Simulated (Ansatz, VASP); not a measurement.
# BN: VASP beside Ansatz

POSCAR

```
BN
1.0
    0.0000000000      1.9491988555      1.6604286547
    1.9491988555      0.0000000000      1.6604286547
    1.9491988555      1.9491988555      0.0000000000
B N
1 1
Direct
    0.0000000000      0.0000000000      0.0000000000
    0.7500000000      0.7500000000      0.7500000000
```

File INCAR.step1:

```
ALGO = Normal ; EDIFF = 1E-4
ENCUT = 520 ; GGA = PE
ISMEAR = 0 ; LASPH = True
LCHARG = False ; LREAL = False
LWAVE = True ; NBANDS = 11
NELM = 100 ; PREC = Accurate
SIGMA = 0.05
```

Contents of INCAR.step2:

```
ALGO = Normal ; EDIFF = 1E-7
ENCUT = 520 ; ISIF = 2
ISMEAR = 0 ; ISTART = 1
LASPH = True ; LCHARG = False
LMIXTAU = True ; LREAL = False
LWAVE = False ; METAGGA = R2SCAN
NBANDS = 11 ; NELM = 100
PREC = Accurate ; SIGMA = 0.05
```

Contents of KPOINTS:

```
k-points
0
Gamma
  12 12 12
```

Input for Ansatz:

```yaml
crystal:
  lattice:
    - [0.0, 1.9491988555, 1.6604286547]
    - [1.9491988555, 0.0, 1.6604286547]
    - [1.9491988555, 1.9491988555, 0.0]
  atoms:
    - { symbol: B, position: [0.0, 0.0, 0.0] }
    - { symbol: "N", position: [0.75, 0.75, 0.75] }
basis:
  ecutwfc: 500
kpoints:
  mp_grid: { grid: [12, 12, 12] }
hamiltonian:
  xc: r2scan
scf:
  occupations: { method: gaussian, width: 0.05 }
output:
  forces: true
  stress: true
  eigenvalues: true
```

Change from the starting cell: strain +0.080 along x and y, -0.080 along z, atoms carried along.

Alike in both runs: task single point; functional r2SCAN; k mesh 12 × 12 × 12; occupations gaussian, width 0.05 eV; no spin polarisation.

```csv
,VASP,Ansatz
version,VASP 6.6.1,Ansatz 0.2.0
potentials or method,"VASP PAW PBE potentials, release 64 (B, N), cutoff 520 eV","scalar-relativistic, plane waves, PAW"
valence electrons in the cell,8,8
```

Ansatz gave:

- gap on the k mesh at the Fermi level (eV): 2.68
- least direct gap on the mesh (eV): 7.93
- pressure (GPa): -24.6
- traceless stress, the component that is largest in VASP (GPa): 51.30

**Question.** What did VASP give for the same quantities?

**Answer.** gap on the k mesh at the Fermi level (eV): 2.66; least direct gap on the mesh (eV): 7.91; pressure (GPa): -23.7; traceless stress, the component that is largest in VASP (GPa): 51.09.

VASP's potentials were made for PBE, not for r2SCAN. With one functional, cell and mesh, what is left measures potentials, basis and numerics.
